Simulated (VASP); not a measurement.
# CdSe in VASP: further runs

The runs below take CdSe through electric field gradients, with PBE.

Program: VASP 6.6.1. These are calculated values, not measurements. Logs are shortened: lines on timing, memory, paths and dates and some standing lists are left out, and cuts for length are marked.

## 1. The cell of the first run

It takes space group I-4m2 (No. 119, tetragonal). Conventional cell: a = 4.255 Å, b = 4.255 Å, c = 6.141 Å, α = 90.00°, β = 90.00°, γ = 90.00°. Within 3.5 Å of Cd (site symmetry -4m2) lie 4 Se at 2.62 Å. Se (site symmetry -4m2) has 4 Cd at 2.62 Å within 3.5 Å.

## 2. Electric field gradients, PBE (equal xx and yy strain of -2 %)

The input, INCAR:

```
SYSTEM = CdSe
  PREC = Accurate
  ENCUT = 400
  EDIFF = 1E-8
  ISMEAR = -1
  SIGMA = 0.03
  LREAL = .FALSE.
  LASPH = .TRUE.
  NELM = 120
  ALGO = Normal
  ISIF = 2
  LWAVE = .FALSE.
  LCHARG = .FALSE.
  GGA = PE
  LEFG = .TRUE.
  NBANDS = 16
  GGA_COMPAT = .FALSE.
```

The input, KPOINTS:

```
regular mesh
0
G
  8 8 8
  0 0 0
```

The input, POSCAR:

```
CdSe
1.0
    0.0000000000      3.0088657746      3.0702711986
    3.0088657746      0.0000000000      3.0702711986
    3.0088657746      3.0088657746      0.0000000000
Cd Se
1 1
Direct
    0.0000000000      0.0000000000      0.0000000000
    0.2500000000      0.2500000000      0.2500000000
```

Potentials or basis: VASP PAW PBE potentials, release 64 (Cd, Se).

Run with:

```bash
> cat potpaw_PBE.64/Cd/POTCAR potpaw_PBE.64/Se/POTCAR > POTCAR
> mpirun -np 1 vasp_std > vasp.out
```

OUTCAR:

```text
SYSTEM = CdSe
   PREC = Accurate
   ENCUT = 400
   EDIFF = 1E-8
   ISMEAR = -1
   LREAL = .FALSE.
   LASPH = .TRUE.
   NELM = 120
   ISIF = 2
   GGA = PE

 ion  position               nearest neighbor table
   1  0.000  0.000  0.000-   2 2.62   2 2.62   2 2.62   2 2.62
   2  0.250  0.250  0.250-   1 2.62   1 2.62   1 2.62   1 2.62

  LATTYP: Found a body centered tetragonal cell.
 ALAT       =     4.2551787858
 C/A-ratio  =     1.4430750637

  Lattice vectors:

 A1 = (  -3.0088657746,   0.0000000000,   3.0702711986)
 A2 = (   3.0088657746,   0.0000000000,   3.0702711986)
 A3 = (   0.0000000000,   3.0088657746,  -3.0702711986)

Analysis of symmetry for initial positions (statically):
=====================================================================
 Subroutine PRICEL returns:
 Original cell was already a primitive cell.

 Routine SETGRP: Setting up the symmetry group for a
 body centered tetragonal supercell.

 Subroutine GETGRP returns: Found  8 space group operations
 (whereof  8 operations were pure point group operations)
 out of a pool of 16 trial point group operations.

The static configuration has the point symmetry D_2d.

Analysis of symmetry for dynamics (positions and initial velocities):
=====================================================================
 Subroutine PRICEL returns:
 Original cell was already a primitive cell.

 Routine SETGRP: Setting up the symmetry group for a
 body centered tetragonal supercell.

 Subroutine GETGRP returns: Found  8 space group operations
 (whereof  8 operations were pure point group operations)
 out of a pool of 16 trial point group operations.

The dynamic configuration has the point symmetry D_2d.

 Subroutine INISYM returns: Found  8 space group operations
 (whereof  8 operations are pure point group operations),
 and found     1 'primitive' translations

----------------------------------------------------------------------------------------

                                     Primitive cell

  volume of cell :      55.5920

  direct lattice vectors                    reciprocal lattice vectors
[... 122 lines left out ...]
   NGX = 13   NGY = 13   NGZ = 13

 number of electron      18.0000005 magnetization

 Free energy of the ion-electron system (eV)
  ---------------------------------------------------
  ext. energy  EPLUGINS =         0.00000000
  ---------------------------------------------------
  free energy    TOTEN  =        -5.44878960 eV

  energy without entropy =       -5.44878944  energy(sigma->0) =       -5.44878952

 E-fermi :   1.3766     XC(G=0):  -8.9400

 val. band max:        1.0595425542   @ k =   0.0000   0.0000   0.0000
 cond. band min:       1.6689147465   @ k =   0.0000   0.0000   0.0000
 fundamental gap:      0.6093721923
 Fermi energy:         1.3765602794

 k-point     1 :       0.0000    0.0000    0.0000
  band No.  band energies     occupation
      1     -11.6234      2.00000
      2      -6.9413      2.00000
      3      -6.9316      2.00000
      4      -6.9316      2.00000
      5      -6.5506      2.00000
      6      -6.5448      2.00000
[... 433 lines left out ...]
      3      -6.8244      2.00000
      4      -6.6043      2.00000
      5      -6.5215      2.00000
      6      -6.4641      2.00000
[... 8 lines left out ...]
     15      12.1661      0.00000
     16      12.6610      0.00000

 [... further k-points ...]

------------------------ aborting loop because EDIFF is reached ----------------------------------------

  FORCE on cell =-STRESS in cart. coord.  units (eV):
  Direction    XX          YY          ZZ          XY          YZ          ZX
  --------------------------------------------------------------------------------------
  -------------------------------------------------------------------------------------
  Total        1.2354379      1.2354379      1.1347406      0.0000000     -0.0000000      0.0000000
  in kB       35.6056692     35.6056692     32.7035422      0.0000000     -0.0000000      0.0000000
  external PRESSURE =      34.6382935 kB  Pullay stress =       0.0000000 kB

 VOLUME and BASIS-vectors are now :
 -----------------------------------------------------------------------------
  energy-cutoff  :      400.00
  volume of cell :       55.59
      direct lattice vectors                 reciprocal lattice vectors
     0.000000000  3.008865775  3.070271199    -0.166175575  0.166175575  0.162852063
     3.008865775  0.000000000  3.070271199     0.166175575 -0.166175575  0.162852063
     3.008865775  3.008865775  0.000000000     0.166175575  0.166175575 -0.162852063

 POSITION                                       TOTAL-FORCE (eV/Angst)
 -----------------------------------------------------------------------------------
      0.00000      0.00000      0.00000        -0.000000      0.000000      0.000000
      1.50443      1.50443      1.53514         0.000000     -0.000000      0.000000
 -----------------------------------------------------------------------------------
    total drift:                               -0.000000     -0.000000      0.000000

  FREE ENERGIE OF THE ION-ELECTRON SYSTEM (eV)
  ---------------------------------------------------
  free  energy   TOTEN  =        -5.4487896008 eV

  energy  without entropy=       -5.4487894447  energy(sigma->0) =       -5.44878952

 Electric field gradients (V/A^2)
---------------------------------------------------------------------
 ion       V_xx      V_yy      V_zz      V_xy      V_xz      V_yz
---------------------------------------------------------------------
   1       3.033     3.033    -6.067    -0.001    -0.001    -0.001
   2      -4.042    -4.042     8.084    -0.000     0.000     0.000
---------------------------------------------------------------------

 Electric field gradients after diagonalization (V/A^2)
 (convention: |V_zz| > |V_xx| > |V_yy|)
----------------------------------------------------------------------
 ion       V_xx      V_yy      V_zz     asymmetry (V_yy - V_xx)/ V_zz
----------------------------------------------------------------------
   1       3.035     3.032    -6.067       0.000
   2      -4.042    -4.042     8.084       0.000
----------------------------------------------------------------------

           NMR quadrupolar parameters

 Cq : quadrupolar parameter    Cq=e*Q*V_zz/h
 eta: asymmetry parameters     (V_yy - V_xx)/ V_zz
 Q  : nuclear electric quadrupole moment in mb (millibarn)
----------------------------------------------------------------------
 ion       Cq(MHz)       eta       Q (mb)
----------------------------------------------------------------------
   1      -0.015       0.000       1.000
   2       0.020       0.000       1.000
----------------------------------------------------------------------
```

stdout:

```text
POSCAR found type information on POSCAR CdSe
 POSCAR found :  2 types and       2 ions
 scaLAPACK will be used
 LDA part: xc-table for (Slater+PW92), standard interpolation
 POSCAR, INCAR and KPOINTS ok, starting setup
 FFT: planning ... GRIDC
 FFT: planning ... GRID_SOFT
 FFT: planning ... GRID
 WAVECAR not read
 entering main loop
ion   1

ion   2
```

Wall time 37 s (1 thread of Intel Xeon Platinum 8488C (Sapphire Rapids), shared host); peak memory 0.17 GiB.

Results:

```yaml
Free_energy: -5.4488 eV
Pressure: 3.5 GPa
Band_gap_on_the_k_mesh: 0.61 eV
Largest_electric_field_gradient_by_atom: Cd -6.1; Se +8.1 V/Å²
```

Electric field gradients, principal values (V/Å²):
```
atom   least  middle  greatest (by size)
1 Cd   3.032   3.035              -6.067
2 Se  -4.042  -4.042               8.084
```

Caveat: the cell differs from its parent crystal (equal xx and yy strain of -2 %); the cell stands under pressure; without QUAD_EFG the Cq values of the log hold for a quadrupole moment of 1 mb, not for the nuclei.

## 3. Electric field gradients, PBE (equal xx and yy strain of +1 %)

The input, INCAR:

```
SYSTEM = CdSe
  ALGO = Normal
  EDIFF = 1E-8
  ENCUT = 400
  GGA = PE
  GGA_COMPAT = .FALSE.
  ISIF = 2
  ISMEAR = -1
  LASPH = .TRUE.
  LCHARG = .FALSE.
  LEFG = .TRUE.
  LREAL = .FALSE.
  LWAVE = .FALSE.
  NBANDS = 16
  NELM = 120
  PREC = Accurate
  SIGMA = 0.03
```

The input, KPOINTS:

```
k-points
0
G
  8 8 8
  0 0 0
```

The input, POSCAR:

```
CdSe
1.0
    0.0000000000      3.1009739106      3.0702711986
    3.1009739106      0.0000000000      3.0702711986
    3.1009739106      3.1009739106      0.0000000000
Cd Se
1 1
Direct
    0.0000000000      0.0000000000      0.0000000000
    0.2500000000      0.2500000000      0.2500000000
```

Potentials or basis: VASP PAW PBE potentials, release 64 (Cd, Se).

Run with:

```bash
> cat potpaw_PBE.64/Cd/POTCAR potpaw_PBE.64/Se/POTCAR > POTCAR
> mpirun -np 1 vasp_std > vasp.out
```

OUTCAR:

```text
SYSTEM = CdSe
   EDIFF = 1E-8
   ENCUT = 400
   GGA = PE
   ISIF = 2
   ISMEAR = -1
   LASPH = .TRUE.
   LREAL = .FALSE.
   NELM = 120
   PREC = Accurate

 ion  position               nearest neighbor table
   1  0.000  0.000  0.000-   2 2.68   2 2.68   2 2.68   2 2.68
   2  0.250  0.250  0.250-   1 2.68   1 2.68   1 2.68   1 2.68

  LATTYP: Found a body centered tetragonal cell.
 ALAT       =     4.3854393609
 C/A-ratio  =     1.4002114479

  Lattice vectors:

 A1 = (   0.0000000000,  -3.1009739106,  -3.0702711986)
 A2 = (   0.0000000000,   3.1009739106,  -3.0702711986)
 A3 = (   3.1009739106,   0.0000000000,   3.0702711986)

Analysis of symmetry for initial positions (statically):
=====================================================================
 Subroutine PRICEL returns:
 Original cell was already a primitive cell.

 Routine SETGRP: Setting up the symmetry group for a
 body centered tetragonal supercell.

 Subroutine GETGRP returns: Found  8 space group operations
 (whereof  8 operations were pure point group operations)
 out of a pool of 16 trial point group operations.

The static configuration has the point symmetry D_2d.

Analysis of symmetry for dynamics (positions and initial velocities):
=====================================================================
 Subroutine PRICEL returns:
 Original cell was already a primitive cell.

 Routine SETGRP: Setting up the symmetry group for a
 body centered tetragonal supercell.

 Subroutine GETGRP returns: Found  8 space group operations
 (whereof  8 operations were pure point group operations)
 out of a pool of 16 trial point group operations.

[... 159 lines left out ...]
      4      -7.2090      2.00000
      5      -6.8878      2.00000
      6      -6.8861      2.00000
[... 433 lines left out ...]
      3      -7.1164      2.00000
      4      -6.9232      2.00000
      5      -6.8655      2.00000
      6      -6.8115      2.00000
[... 8 lines left out ...]
     15      11.5341      0.00000
     16      12.0065      0.00000

 [... further k-points ...]

------------------------ aborting loop because EDIFF is reached ----------------------------------------

  FORCE on cell =-STRESS in cart. coord.  units (eV):
  Direction    XX          YY          ZZ          XY          YZ          ZX
  --------------------------------------------------------------------------------------
  -------------------------------------------------------------------------------------
  Total        0.0550232      0.0550232      0.1167573      0.0000000     -0.0000000     -0.0000000
  in kB        1.4929781      1.4929781      3.1680485      0.0000000     -0.0000000     -0.0000000
  external PRESSURE =       2.0513349 kB  Pullay stress =       0.0000000 kB

 VOLUME and BASIS-vectors are now :
 -----------------------------------------------------------------------------
  energy-cutoff  :      400.00
  volume of cell :       59.05
      direct lattice vectors                 reciprocal lattice vectors
     0.000000000  3.100973911  3.070271199    -0.161239667  0.161239667  0.162852063
     3.100973911  0.000000000  3.070271199     0.161239667 -0.161239667  0.162852063
     3.100973911  3.100973911  0.000000000     0.161239667  0.161239667 -0.162852063

 POSITION                                       TOTAL-FORCE (eV/Angst)
 -----------------------------------------------------------------------------------
      0.00000      0.00000      0.00000         0.000000      0.000000     -0.000000
      1.55049      1.55049      1.53514        -0.000000     -0.000000      0.000000
 -----------------------------------------------------------------------------------
    total drift:                               -0.000001     -0.000001     -0.000007

  FREE ENERGIE OF THE ION-ELECTRON SYSTEM (eV)
  ---------------------------------------------------
  free  energy   TOTEN  =        -5.4953260903 eV

  energy  without entropy=       -5.4953251465  energy(sigma->0) =       -5.49532562

 Electric field gradients (V/A^2)
---------------------------------------------------------------------
 ion       V_xx      V_yy      V_zz      V_xy      V_xz      V_yz
---------------------------------------------------------------------
   1      -1.400    -1.400     2.800     0.000    -0.003    -0.003
   2       1.909     1.909    -3.818    -0.000     0.001     0.001
---------------------------------------------------------------------

 Electric field gradients after diagonalization (V/A^2)
 (convention: |V_zz| > |V_xx| > |V_yy|)
----------------------------------------------------------------------
 ion       V_xx      V_yy      V_zz     asymmetry (V_yy - V_xx)/ V_zz
----------------------------------------------------------------------
   1      -1.400    -1.399     2.800       0.000
   2       1.909     1.909    -3.818       0.000
----------------------------------------------------------------------

           NMR quadrupolar parameters

 Cq : quadrupolar parameter    Cq=e*Q*V_zz/h
 eta: asymmetry parameters     (V_yy - V_xx)/ V_zz
 Q  : nuclear electric quadrupole moment in mb (millibarn)
----------------------------------------------------------------------
 ion       Cq(MHz)       eta       Q (mb)
----------------------------------------------------------------------
   1       0.007       0.000       1.000
   2      -0.009       0.000       1.000
----------------------------------------------------------------------
```

stdout:

```text
POSCAR found type information on POSCAR CdSe
 POSCAR found :  2 types and       2 ions
 scaLAPACK will be used
 LDA part: xc-table for (Slater+PW92), standard interpolation
 POSCAR, INCAR and KPOINTS ok, starting setup
 FFT: planning ... GRIDC
 FFT: planning ... GRID_SOFT
 FFT: planning ... GRID
 WAVECAR not read
 entering main loop
ion   1

ion   2
```

Run time: 35 s. Hardware: 1 thread of Intel Xeon Platinum 8488C (Sapphire Rapids), shared host; peak memory 0.18 GiB.

What came out:

| Quantity | Value |
| --- | --- |
| Free energy | -5.4953 eV |
| Pressure | 0.2 GPa |
| Band gap on the k mesh | 0.49 eV |
| Largest electric field gradient by atom | Cd +2.8; Se -3.8 V/Å² |

Levels at points of the mesh, in eV from the valence-band top:
| k point | band 5 | band 6 | band 7 | band 8 | band 9 | band 10 | band 11 | band 12 | band 13 | band 14 |
| --- | --- | --- | --- | --- | --- | --- | --- | --- | --- | --- |
| (0.00, 0.00, 0.00) | -7.48 | -7.47 | -0.03 | -0.03 | 0.00 | 0.49 | 5.91 | 5.91 | 5.91 | 9.57 |
| (0.50, 0.00, 0.00) | -7.45 | -7.22 | -4.13 | -0.72 | -0.68 | 2.31 | 6.38 | 6.44 | 7.26 | 9.89 |
| (0.50, 0.50, 0.00) | -7.42 | -7.15 | -3.85 | -1.74 | -1.74 | 3.19 | 3.63 | 8.93 | 9.90 | 9.90 |
| (0.50, 0.00, 0.50) | -7.43 | -7.16 | -3.90 | -1.71 | -1.69 | 3.22 | 3.71 | 8.84 | 9.86 | 9.96 |

Electric field gradients, principal values (V/Å²):
```csv
atom,least,middle,greatest (by size)
1 Cd,-1.399,-1.400,2.800
2 Se,1.909,1.909,-3.818
```

Caveat: the cell differs from its parent crystal (equal xx and yy strain of +1 %); without QUAD_EFG the Cq values of the log hold for a quadrupole moment of 1 mb, not for the nuclei.

(Continued in part 2 of 2.)
